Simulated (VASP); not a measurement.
Write the native input for VASP 6.6.1 that does the following.

```
Task                   : single point
Functional             : LDA
Potentials or basis    : VASP PAW LDA potentials, release 64 (Ti_sv, C)
Cutoff                 : 520 eV
k mesh                 : 20 × 20 × 20
Occupations            : gaussian, width 0.15 eV
Spin                   : no spin polarisation
Dipole correction      : no
Further INCAR settings : ALGO = Normal; EDIFF = 1e-06; NBANDS = 15
```

The structure of TiC lies in POSCAR:

```
TiC
1.0
    0.0000000000      2.2249895759      2.0469904099
    2.2249895759      0.0000000000      2.0469904099
    2.2249895759      2.2249895759      0.0000000000
Ti C
1 1
Direct
    0.0000000000      0.0000000000      0.0000000000
    0.5000000000      0.5000000000      0.5000000000
```

This cell differs from its parent crystal: ratio of the length along z to the lengths across it x 0.92, volume and fractional coordinates fixed.

The input as run:

INCAR

```
SYSTEM = TiC
ALGO = Normal
EDIFF = 1E-6
ENCUT = 520
GGA = CA
ISIF = 2
ISMEAR = 0
LASPH = .TRUE.
LCHARG = .FALSE.
LREAL = .FALSE.
LWAVE = .FALSE.
NBANDS = 15
NELM = 80
PREC = Accurate
SIGMA = 0.15
```

KPOINTS

```
k-points
0
G
  20 20 20
  0 0 0
```

Potentials or basis: VASP PAW LDA potentials, release 64 (Ti_sv, C).

Run with:

```sh
$ cat potpaw_LDA.64/Ti_sv/POTCAR potpaw_LDA.64/C/POTCAR > POTCAR
$ mpirun -np 1 vasp_std > vasp.out
```

It gave:

The pressure is -8.1 GPa and the band gap on the k mesh is zero (bands 8 and 9 overlap by 2.01 eV).

Caveat: the stress differs along the axes, from -20 to 16 GPa.

Wall time 2 min on 1 thread of Intel Xeon 8259CL (shared host), peak memory 0.3 GiB.
